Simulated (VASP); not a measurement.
Here is a VASP 6.6.1 calculation.

Contents of INCAR:

```
AGGAC    = 1.0          
AGGAX    = 1.0          
ALDAC    = 0.0          
ALDAX    = 1.0          
ALGO     = Normal         # electronic algorithm
EDIFF    = 1E-7           # SCF threshold, eV
EDIFFG   = -0.01          # ionic threshold
ENCUT    = 600            # plane-wave cutoff, eV
GGA      = B5             # functional
IBRION   = 2              # ionic algorithm
ISIF     = 3              # what is computed and relaxed
ISMEAR   = -1             # smearing method
IVDW     = 12             # dispersion correction
LASPH    = T              # aspherical terms in the spheres
LCHARG   = F              # write CHGCAR
LREAL    = F              # projectors in reciprocal space
LWAVE    = F              # write WAVECAR
NELM     = 80             # most SCF steps
NSW      = 60             # ionic steps
PREC     = Accurate       # precision mode
SIGMA    = 0.05           # smearing width, eV
VDW_A1   = 0.4298       
VDW_A2   = 4.2359       
VDW_S6   = 1.0          
VDW_S8   = 2.6996
```

KPOINTS

```
k-points
0
Gamma
  10 10 10
```

POSCAR

```
As
1.0
    2.7036817444      0.0000000000      0.0000000000
    0.0000000000      2.7036817444      0.0000000000
    0.0000000000      0.0000000000      2.7036817444
As
1
Direct
    0.5000000000      0.5000000000      0.5000000000
```

Potentials or basis: VASP PAW PBE potentials, release 64 (As).

Run with:

```console
$ cat potpaw_PBE.64/As/POTCAR > POTCAR
$ mpirun -np 1 vasp_std > vasp.out
```

What does it give for the dispersion energy per atom?

-1.026 eV.

Estimate the space group after relaxing (to 0.05 Å).

Pm-3m (No. 221).

Step by step:
```csv
step,energy change (eV),largest force (eV/Å),pressure (GPa),volume (Å³)
1,0.0000,0.0000,0.59,19.76
2,-0.0002,0.0000,-0.30,19.97
3,-0.0003,0.0000,0.00,19.90
```

Caveat: the PAW data sets were made with another functional, which shifts forces and pressure a little; pairwise dispersion overbinds metals, which lowers pressure and volume.
